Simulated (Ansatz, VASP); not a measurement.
## One calculation of ZnSe, two programs

```
CELL_PARAMETERS angstrom
0.00000 2.84449 2.84449
2.84449 0.00000 2.84449
2.84449 2.84449 0.00000
ATOMIC_POSITIONS crystal
Zn 0.00000 0.00000 0.00000
Se 0.25000 0.25000 0.25000
```

Alike in both runs: task single point; functional PBEsol; k mesh 8 × 8 × 8; occupations gaussian, width 0.02 eV; no spin polarisation.

|  | VASP | Ansatz |
| --- | --- | --- |
| version | VASP 6.6.1 | Ansatz 0.2.0 |
| potentials or method | VASP PAW PBE potentials, release 64 (Zn, Se), cutoff 520 eV | scalar-relativistic, plane waves, PAW |
| valence electrons in the cell | 18 | 28 |

|  | VASP | Ansatz | Ansatz less VASP |
| --- | --- | --- | --- |
| gap on the k mesh at the Fermi level (eV) | 1.13 | 1.12 | -0.003 |
| least direct gap on the mesh (eV) | 1.13 | 1.12 | -0.003 |
| pressure (GPa) | -1.6 | -1.8 | -0.24 |

VASP's potentials were made for PBE, not for PBEsol. VASP's potentials hold 18 valence electrons a cell and Ansatz's 28, so a difference there can come from the potentials and not from the codes.
